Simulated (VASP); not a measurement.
Wanted: the native input for a VASP 6.6.1 run.

- Task: single point
- Functional: PBE
- Potentials or basis: VASP PAW PBE potentials, release 64 (Sn_d, O)
- Cutoff: 520 eV
- k mesh: 6 × 6 × 6
- Occupations: gaussian, width 0.05 eV
- Spin: no spin polarisation
- Dipole correction: no
- Further INCAR settings: ALGO = Normal; EDIFF = 1e-06; NBANDS = 64

The structure of SnO2 lies in POSCAR:

```
SnO2
1.0
    4.7585580113      0.0000000000      0.0000000000
    0.0000000000      5.9018493433      0.0000000000
    0.0000000000      0.0000000000      5.2702832544
Sn O
4 8
Direct
    0.5000000000      0.6651654903      0.7500000000
    0.0000000000      0.8348345097      0.2500000000
    0.5000000000      0.3348345097      0.2500000000
    0.0000000000      0.1651654903      0.7500000000
    0.7301204269      0.6070551965      0.0781681516
    0.2301204269      0.8929448035      0.9218318484
    0.7698795731      0.8929448035      0.5781681516
    0.2698795731      0.6070551965      0.4218318484
    0.7301204269      0.3929448035      0.5781681516
    0.2301204269      0.1070551965      0.4218318484
    0.7698795731      0.1070551965      0.0781681516
    0.2698795731      0.3929448035      0.9218318484
```

The input as run:

INCAR

```
PREC = Accurate ; ENCUT = 520
EDIFF = 1E-6 ; ISMEAR = 0
SIGMA = 0.05 ; LREAL = False
LASPH = True ; NELM = 100
ALGO = Normal ; ISIF = 2
LWAVE = False ; LCHARG = False
GGA = PE ; NBANDS = 64
```

KPOINTS

```
regular mesh
0
Gamma
  6 6 6
```

Potentials or basis: VASP PAW PBE potentials, release 64 (Sn_d, O).

Launch:

```sh
$ cat potpaw_PBE.64/Sn_d/POTCAR potpaw_PBE.64/O/POTCAR > POTCAR
$ mpirun -np 1 vasp_std > vasp.out
```

Results of the run:

```yaml
Pressure: 0.8 GPa
Largest_force: 0.094 eV/Å
Band_gap_on_the_k_mesh: 1.01 eV
```

Caveat: spin-orbit coupling is left out, which moves the levels of the heavy elements.

It took 17 min on 1 thread of Intel Xeon 8259CL, with other jobs on the host, peak memory 0.53 GiB.
